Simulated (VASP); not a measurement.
Write the native input for VASP 6.6.1 that does the following.

| Quantity | Value |
| --- | --- |
| Task | single point |
| Functional | PBEsol |
| Potentials or basis | VASP PAW PBE potentials, release 64 (Al, Ru_pv) |
| Cutoff | 500 eV |
| k mesh | 22 × 22 × 22 |
| Occupations | gaussian, width 0.15 eV |
| Spin | no spin polarisation |
| Dipole correction | no |
| Further INCAR settings | ALGO = Normal; EDIFF = 1e-06; NBANDS = 17 |

The structure of Al2Ru lies in POSCAR:

```
Al2Ru
1.0
   -1.5606788820      1.5606788820      4.2115520738
    1.5606788820     -1.5606788820      4.2115520738
    1.5606788820      1.5606788820     -4.2115520738
Al Ru
2 1
Direct
    0.6590760825      0.6590760825      0.0000000000
    0.3409239175      0.3409239175      0.0000000000
   -0.0178081616     -0.0178081616      0.0000000000
```

This cell differs from its parent crystal: atom 3 (Ru) moved by (+0.000, -0.150) A along y and z.

One way to write it, as run:

INCAR

```
PREC = Accurate
ENCUT = 500
EDIFF = 1E-6
ISMEAR = 0
SIGMA = 0.15
LREAL = False
LASPH = True
NELM = 120
ALGO = Normal
ISIF = 2
LWAVE = False
LCHARG = True
GGA = PS
LELF = True
LVHAR = True
NBANDS = 17
GGA_COMPAT = False
```

KPOINTS

```
Automatic mesh
0
Gamma
  22 22 22
```

Potentials or basis: VASP PAW PBE potentials, release 64 (Al, Ru_pv).

Launch:

```console
$ cat potpaw_PBE.64/Al/POTCAR potpaw_PBE.64/Ru_pv/POTCAR > POTCAR
$ mpirun -np 1 vasp_std > vasp.out
```

It gave:

```yaml
Pressure: 1.5 GPa
Largest_force: 1.253 eV/Å
Band_gap_on_the_k_mesh: zero (bands 10 and 11 overlap by 0.20 eV)
```

Caveat: the cell differs from its parent crystal (atom 3 (Ru) moved by (+0.000, -0.150) A along y and z); the PAW data sets were made with another functional, which shifts forces and pressure a little.

Run time: 17 min on 1 thread of Oxide Virtual Turin-like Processor (shared host), peak memory 0.59 GiB.
